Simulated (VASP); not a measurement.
A run of VASP 6.6.1 is set up as follows.

Contents of INCAR:

```
ALGO = Fast
EDIFF = 1E-7
ENCUT = 520
GGA = PE
ISIF = 2
ISMEAR = 0
LASPH = T
LCHARG = F
LREAL = F
LWAVE = F
NBANDS = 43
NELM = 60
PREC = Accurate
SIGMA = 0.1
```

File KPOINTS:

```
k-points
0
Gamma
  6 6 6
```

The input POSCAR:

```
Sn3Ge2
1.0
    0.0000000000      2.5669180942     10.0176200298
    2.3652417611      0.0000000000     10.0176200298
    2.3652417611      2.5669180942      0.0000000000
Sn Ge
3 2
Direct
    0.1894428286      0.1894428286      0.8105571714
    0.8105571714      0.8105571714      0.1894428286
    0.0000000000      0.0000000000      0.0000000000
    0.5980907968      0.5980907968      0.4019092032
    0.4019092032      0.4019092032      0.5980907968
```

Potentials or basis: VASP PAW PBE potentials, release 64 (Sn_d, Ge_d).

The run is started by

```console
$ cat potpaw_PBE.64/Sn_d/POTCAR potpaw_PBE.64/Ge_d/POTCAR > POTCAR
$ mpirun -np 1 vasp_std > vasp.out
```

Task: Predict the band gap on the k mesh.

Result: Zero (bands 35 and 36 overlap by 3.36 eV).

Task: Estimate the pressure.

Result: -0.1 GPa.

Stress tensor (GPa, compression positive):
```
-0.15  0.00  0.00
 0.00 -0.01  0.00
 0.00  0.00 -0.09
```

Caveat: spin-orbit coupling is left out, which moves the levels of the heavy elements.
